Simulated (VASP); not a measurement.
# Ni2Ge (Pnma) in VASP: single point with PBEsol

Aim: the single point of Ni2Ge with PBEsol.

All numbers are computed with VASP 6.6.1; they aren't measurements. Logs are shortened: lines on timing, memory, paths and dates and some standing lists are left out, and cuts for length are marked.

## (1) The cell of the first run

It takes space group Pnma (No. 62, orthorhombic). Conventional cell: a = 5.130 Å, b = 3.811 Å, c = 7.235 Å, α = 90.00°, β = 90.00°, γ = 90.00°. Within 3.1 Å of Ni (site symmetry m) lie 5 Ge at 2.36 to 2.80 Å and 8 Ni at 2.63 to 2.77 Å. Within 3.2 Å of Ni (site symmetry m) lie 5 Ge at 2.41 to 2.62 Å and 8 Ni at 2.63 to 2.77 Å. Ge (site symmetry m) has 10 Ni at 2.36 to 2.80 Å within 3.1 Å.

## (2) Single point, PBEsol (11.79 Å³/atom)

The input, INCAR:

```
SYSTEM = Ni2Ge
  ALGO = Fast
  EDIFF = 1E-6
  ENCUT = 520
  GGA = PS
  ISIF = 2
  ISMEAR = 0
  LASPH = .True.
  LCHARG = .False.
  LREAL = .False.
  LWAVE = .False.
  NBANDS = 80
  NELM = 60
  PREC = Accurate
  SIGMA = 0.1
```

The input, KPOINTS:

```
k-points
0
Gamma
  8 10 6
  0 0 0
```

The input, POSCAR:

```
Ni2Ge
1.0
    5.1302439774      0.0000000000      0.0000000000
    0.0000000000      3.8111742214      0.0000000000
    0.0000000000      0.0000000000      7.2347021384
Ni Ge
8 4
Direct
    0.1708844351      0.7500000000      0.4398809836
    0.8291155649      0.2500000000      0.5601190164
    0.6708844351      0.7500000000      0.0601190164
    0.3291155649      0.2500000000      0.9398809836
    0.5435454144      0.7500000000      0.7071798163
    0.4564545856      0.2500000000      0.2928201837
    0.0435454144      0.7500000000      0.7928201837
    0.9564545856      0.2500000000      0.2071798163
    0.2121667796      0.7500000000      0.1135038435
    0.7878332204      0.2500000000      0.8864961565
    0.7121667796      0.7500000000      0.3864961565
    0.2878332204      0.2500000000      0.6135038435
```

Potentials or basis: VASP PAW PBE potentials, release 64 (Ni, Ge_d).

On the command line:

```console
$ cat potpaw_PBE.64/Ni/POTCAR potpaw_PBE.64/Ge_d/POTCAR > POTCAR
$ mpirun -np 1 vasp_std > vasp.out
```

OUTCAR:

```text
SYSTEM = Ni2Ge
   EDIFF = 1E-6
   ENCUT = 520
   GGA = PS
   ISIF = 2
   ISMEAR = 0
   LASPH = .True.
   LREAL = .False.
   NELM = 60
   PREC = Accurate

 ion  position               nearest neighbor table
   1  0.171  0.750  0.440-  12 2.36  12 2.36   9 2.37  11 2.38   6 2.63   6 2.63   7 2.64   5 2.72
                             2 2.73   2 2.73   8 2.77   8 2.77  11 2.80
   2  0.829  0.250  0.560-  11 2.36  11 2.36  10 2.37  12 2.38   5 2.63   5 2.63   8 2.64   6 2.72
                             1 2.73   1 2.73   7 2.77   7 2.77  12 2.80
   3  0.671  0.750  0.060-  10 2.36  10 2.36  11 2.37   9 2.38   8 2.63   8 2.63   5 2.64   7 2.72
                             4 2.73   4 2.73   6 2.77   6 2.77   9 2.80
   4  0.329  0.250  0.940-   9 2.36   9 2.36  12 2.37  10 2.38   7 2.63   7 2.63   6 2.64   8 2.72
                             3 2.73   3 2.73   5 2.77   5 2.77  10 2.80
   5  0.544  0.750  0.707-  12 2.41  12 2.41  11 2.48  10 2.62  10 2.62   2 2.63   2 2.63   3 2.64
                             7 2.64   7 2.64   1 2.72   4 2.77   4 2.77
   6  0.456  0.250  0.293-  11 2.41  11 2.41  12 2.48   9 2.62   9 2.62   1 2.63   1 2.63   4 2.64
                             8 2.64   8 2.64   2 2.72   3 2.77   3 2.77
   7  0.044  0.750  0.793-  10 2.41  10 2.41   9 2.48  12 2.62  12 2.62   4 2.63   4 2.63   1 2.64
                             5 2.64   5 2.64   3 2.72   2 2.77   2 2.77
   8  0.956  0.250  0.207-   9 2.41   9 2.41  10 2.48  11 2.62  11 2.62   3 2.63   3 2.63   2 2.64
                             6 2.64   6 2.64   4 2.72   1 2.77   1 2.77
   9  0.212  0.750  0.114-   4 2.36   4 2.36   1 2.37   3 2.38   8 2.41   8 2.41   7 2.48   6 2.62
                             6 2.62   3 2.80
  10  0.788  0.250  0.886-   3 2.36   3 2.36   2 2.37   4 2.38   7 2.41   7 2.41   8 2.48   5 2.62
                             5 2.62   4 2.80
  11  0.712  0.750  0.386-   2 2.36   2 2.36   3 2.37   1 2.38   6 2.41   6 2.41   5 2.48   8 2.62
                             8 2.62   1 2.80
  12  0.288  0.250  0.614-   1 2.36   1 2.36   4 2.37   2 2.38   5 2.41   5 2.41   6 2.48   7 2.62
                             7 2.62   2 2.80

  LATTYP: Found a simple orthorhombic cell.
 ALAT       =     3.8111742214
 B/A-ratio  =     1.3461058664
 C/A-ratio  =     1.8982869106

  Lattice vectors:

 A1 = (   0.0000000000,  -3.8111742214,   0.0000000000)
 A2 = (   5.1302439774,   0.0000000000,   0.0000000000)
 A3 = (   0.0000000000,   0.0000000000,   7.2347021384)

Analysis of symmetry for initial positions (statically):
=====================================================================
 Subroutine PRICEL returns:
 Original cell was already a primitive cell.

 Routine SETGRP: Setting up the symmetry group for a
 simple orthorhombic supercell.

 Subroutine GETGRP returns: Found  8 space group operations
 (whereof  2 operations were pure point group operations)
 out of a pool of  8 trial point group operations.

The static configuration has the point symmetry S_2 .
 The point group associated with its full space group is D_2h.

Analysis of symmetry for dynamics (positions and initial velocities):
=====================================================================
 Subroutine PRICEL returns:
 Original cell was already a primitive cell.

 Routine SETGRP: Setting up the symmetry group for a
 simple orthorhombic supercell.

 Subroutine GETGRP returns: Found  8 space group operations
 (whereof  2 operations were pure point group operations)
 out of a pool of  8 trial point group operations.

The dynamic configuration has the point symmetry S_2 .
 The point group associated with its full space group is D_2h.

 Subroutine INISYM returns: Found  8 space group operations
 (whereof  2 operations are pure point group operations),
 and found     1 'primitive' translations

----------------------------------------------------------------------------------------

                                     Primitive cell

  volume of cell :     141.4547

  direct lattice vectors                    reciprocal lattice vectors
     5.130243977  0.000000000  0.000000000     0.194922504  0.000000000  0.000000000
     0.000000000  3.811174221  0.000000000     0.000000000  0.262386326  0.000000000
     0.000000000  0.000000000  7.234702138     0.000000000  0.000000000  0.138222691

  length of vectors
     5.130243977  3.811174221  7.234702138     0.194922504  0.262386326  0.138222691
[... 42 lines left out ...]
     0.000000000  0.026238633  0.000000000     0.000000000  0.100000000  0.000000000
     0.000000000  0.000000000  0.023037115     0.000000000  0.000000000  0.166666667

  Length of vectors
     0.024365313  0.026238633  0.023037115

  Shift w.r.t. Gamma in fractional coordinates (k-lattice)
     0.000000000  0.000000000  0.000000000

 Subroutine IBZKPT returns following result:
 ===========================================

 Found    120 irreducible k-points:

 Following reciprocal coordinates:
            Coordinates               Weight
  0.000000  0.000000  0.000000      1.000000
  0.125000  0.000000  0.000000      2.000000
  0.250000  0.000000  0.000000      2.000000
  0.375000  0.000000  0.000000      2.000000
  0.500000  0.000000  0.000000      1.000000
  0.000000  0.100000  0.000000      2.000000
[... 16 lines left out ...]
  0.250000  0.400000  0.000000      4.000000
  0.375000  0.400000  0.000000      4.000000
 [... further k-points ...]
   k-points           NKPTS =    120   k-points in BZ     NKDIM =    120   number of bands    NBANDS=     80
   number of dos      NEDOS =    301   number of ions     NIONS =     12
   total plane-waves  NPLWV =  60480
   dimension x,y,z NGX =    40 NGY =   28 NGZ =   54
   dimension x,y,z NGXF=    80 NGYF=   56 NGZF=  108
   ions per type =               8   4
   NGX,Y,Z   is equivalent  to a cutoff of  12.96, 12.21, 12.41 a.u.
   NGXF,Y,Z  is equivalent  to a cutoff of  25.92, 24.43, 24.82 a.u.
 SYSTEM =  Ni2Ge
   PREC   = accura    normal or accurate (medium, high low for compatibility)
   ISTART =      0    job   : 0-new  1-cont  2-samecut
   ICHARG =      2    charge: 1-file 2-atom 10-const
   ISPIN  =      1    spin polarized calculation?
   LNONCOLLINEAR =      F non collinear calculations
   LSORBIT =      F    spin-orbit coupling
   LASPH  =      T    aspherical Exc in radial PAW
   ENCUT  =  520.0 eV  38.22 Ry    6.18 a.u.   9.54  7.09 13.45*2*pi/ulx,y,z
   NELM   =     60;   NELMIN=  2; NELMDL= -5     # of ELM steps
   EDIFF  = 0.1E-05   stopping-criterion for ELM
   LREAL  =      F    real-space projection
   EDIFFG = 0.1E-04   stopping-criterion for IOM
   NSW    =      0    number of steps for IOM
   IBRION =     -1    ionic relax: 0-MD 1-quasi-New 2-CG
   NFREE  =      0    steps in history (QN), initial steepest desc. (CG)
   ISIF   =      2    stress and relaxation
   ISYM   =      2    0-nonsym 1-usesym 2-fastsym
   POTIM  = 0.5000    time-step for ionic-motion
   TEBEG  =    0.0;   TEEND  =   0.0 temperature during run
   PSTRESS=    0.0 pullay stress
   NELECT =     136.0000    total number of electrons
   NUPDOWN=      -1.0000    fix difference up-down
   EMIN   =  10.00;   EMAX   =-10.00  energy-range for DOS
   EFERMI =   0.00;   METHOD = LEGACY
   ISMEAR =     0;   SIGMA  =   0.10  broadening in eV -4-tet -1-fermi 0-gaus
   EFERMI_NEDOS =   21; number of points for ismear=-14 and -15
   IALGO  =     68    algorithm
   IMIX   =      4    mixing-type and parameters
     AMIX     =   0.40;   BMIX     =  1.00
     AMIX_MAG =   1.60;   BMIX_MAG =  1.00
  volume/ion in A,a.u.               =      11.79        79.55
  Fermi-wavevector in a.u.,A,eV,Ry     =   1.615779  3.053380 35.521301  2.610742
  Thomas-Fermi vector in A             =   2.710472
   LORBIT       =      0    0 simple, 1 ext, 2 COOP (PROOUT), +10 PAW based schemes
   GGA     = PS    functional components
   LHFCALC =     F    Hartree Fock is set to
   AEXX    =    0.0000 exact exchange contribution
   IVDW    =     0    specifies the selected vdW correction
   LEPSILON=     F    determine dielectric tensor
   LRPA    =     F    only Hartree local field effects (RPA)
 non-spin polarized calculation
 RMM-DIIS sequential band-by-band and
 Gauss-broadening in eV      SIGMA  =   0.10
  energy-cutoff  :      520.00
  volume of cell :      141.45
 maximum number of plane-waves:      3854
 NGX is ok and might be reduce to    40
   NGX = 19   NGY = 15   NGZ = 27

 number of electron     136.0000057 magnetization

 Free energy of the ion-electron system (eV)
  ---------------------------------------------------
  ext. energy  EPLUGINS =         0.00000000
  ---------------------------------------------------
  free energy    TOTEN  =       -73.22923056 eV

  energy without entropy =      -73.19572536  energy(sigma->0) =      -73.21247796

 E-fermi :   9.8502     XC(G=0): -13.3087

 val. band max:        9.8442201542   @ k =   0.2500   0.3000   0.1667
 cond. band min:       9.8517815349   @ k =   0.5000   0.5000   0.0000
 fundamental gap:      0.0075613807
 Fermi energy:         9.8502329750

 k-point     1 :       0.0000    0.0000    0.0000
  band No.  band energies     occupation
      1     -14.8660      2.00000
      2     -14.8625      2.00000
      3     -14.8594      2.00000
      4     -14.8591      2.00000
      5     -14.8537      2.00000
      6     -14.8514      2.00000
[... 1981 lines left out ...]
     79      15.2373      0.00000
     80      16.1231      0.00000

 [... further k-points ...]

------------------------ aborting loop because EDIFF is reached ----------------------------------------

  FORCE on cell =-STRESS in cart. coord.  units (eV):
  Direction    XX          YY          ZZ          XY          YZ          ZX
  --------------------------------------------------------------------------------------
  -------------------------------------------------------------------------------------
  Total       -4.8220577     -4.6561716     -4.7818196      0.0000000      0.0000000      0.0000000
  in kB      -54.6167068    -52.7378085    -54.1609530      0.0000000      0.0000000      0.0000000
  external PRESSURE =     -53.8384894 kB  Pullay stress =       0.0000000 kB

 VOLUME and BASIS-vectors are now :
 -----------------------------------------------------------------------------
  energy-cutoff  :      520.00
  volume of cell :      141.45
      direct lattice vectors                 reciprocal lattice vectors
     5.130243977  0.000000000  0.000000000     0.194922504  0.000000000  0.000000000
     0.000000000  3.811174221  0.000000000     0.000000000  0.262386326  0.000000000
     0.000000000  0.000000000  7.234702138     0.000000000  0.000000000  0.138222691

 POSITION                                       TOTAL-FORCE (eV/Angst)
 -----------------------------------------------------------------------------------
      0.87668      2.85838      3.18241         0.005082     -0.000000     -0.002566
      4.25357      0.95279      4.05229        -0.005082     -0.000000      0.002566
      3.44180      2.85838      0.43494         0.005082     -0.000000      0.002566
      1.68844      0.95279      6.79976        -0.005082      0.000000     -0.002566
      2.78852      2.85838      5.11624         0.005700      0.000000      0.009797
      2.34172      0.95279      2.11847        -0.005700     -0.000000     -0.009797
      0.22340      2.85838      5.73582         0.005700      0.000000     -0.009797
      4.90685      0.95279      1.49888        -0.005700     -0.000000      0.009797
      1.08847      2.85838      0.82117         0.009267     -0.000000      0.004179
      4.04178      0.95279      6.41354        -0.009267     -0.000000     -0.004179
      3.65359      2.85838      2.79618         0.009267      0.000000     -0.004179
      1.47665      0.95279      4.43852        -0.009267      0.000000      0.004179
 -----------------------------------------------------------------------------------
    total drift:                               -0.000000      0.000000     -0.000000

  FREE ENERGIE OF THE ION-ELECTRON SYSTEM (eV)
  ---------------------------------------------------
  free  energy   TOTEN  =       -73.2292305552 eV

  energy  without entropy=      -73.1957253611  energy(sigma->0) =      -73.21247796
```

Wall time 40 min (1 thread of Oxide Virtual Turin-like, shared host); peak memory 0.9 GiB.

What came out:

| Property | Result |
| --- | --- |
| Free energy | -73.2292 eV |
| Pressure | -5.4 GPa |
| Largest force | 0.011 eV/Å |
| Band gap on the k mesh | zero (bands 68 and 69 overlap by 1.57 eV) |

Forces on the atoms (eV/Å):
```
Ni   0.005  0.000 -0.003
Ni  -0.005  0.000  0.003
Ni   0.005  0.000  0.003
Ni  -0.005  0.000 -0.003
Ni   0.006  0.000  0.010
Ni  -0.006  0.000 -0.010
Ni   0.006  0.000 -0.010
Ni  -0.006  0.000  0.010
Ge   0.009  0.000  0.004
Ge  -0.009  0.000 -0.004
Ge   0.009  0.000 -0.004
Ge  -0.009  0.000  0.004
```

Stress tensor (GPa, compression positive):
```
-5.46  0.00  0.00
 0.00 -5.27  0.00
 0.00  0.00 -5.42
```

Caveat: the cell stands under tension; the PAW data sets were made with another functional, which shifts forces and pressure a little.
